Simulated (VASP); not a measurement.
A run of VASP 6.6.1 is set up as follows.

Contents of INCAR:

```
SYSTEM = GaN
PREC = Accurate
ENCUT = 600
EDIFF = 1E-6
ISMEAR = -1
SIGMA = 0.05
LREAL = .FALSE.
LASPH = .TRUE.
NELM = 120
ALGO = Normal
ISIF = 2
LWAVE = .FALSE.
LCHARG = .FALSE.
GGA = CA
NBANDS = 16
GGA_COMPAT = .FALSE.
```

The input KPOINTS:

```
Automatic mesh
0
G
  8 8 8
  0 0 0
```

The input POSCAR:

```
GaN
1.0
    0.0000000000      2.1633334196      2.1633334196
    2.1633334196      0.0000000000      2.1633334196
    2.1633334196      2.1633334196      0.0000000000
Ga N
1 1
Direct
    0.0000000000      0.0000000000      0.0000000000
    0.5000000000      0.5000000000      0.5000000000
```

Potentials or basis: VASP PAW LDA potentials, release 64 (Ga_d, N).

Command:

```sh
$ cat potpaw_LDA.64/Ga_d/POTCAR potpaw_LDA.64/N/POTCAR > POTCAR
$ mpirun -np 1 vasp_std > vasp.out
```

Problem. What does it give for the pressure?

Solution. -18.9 GPa.
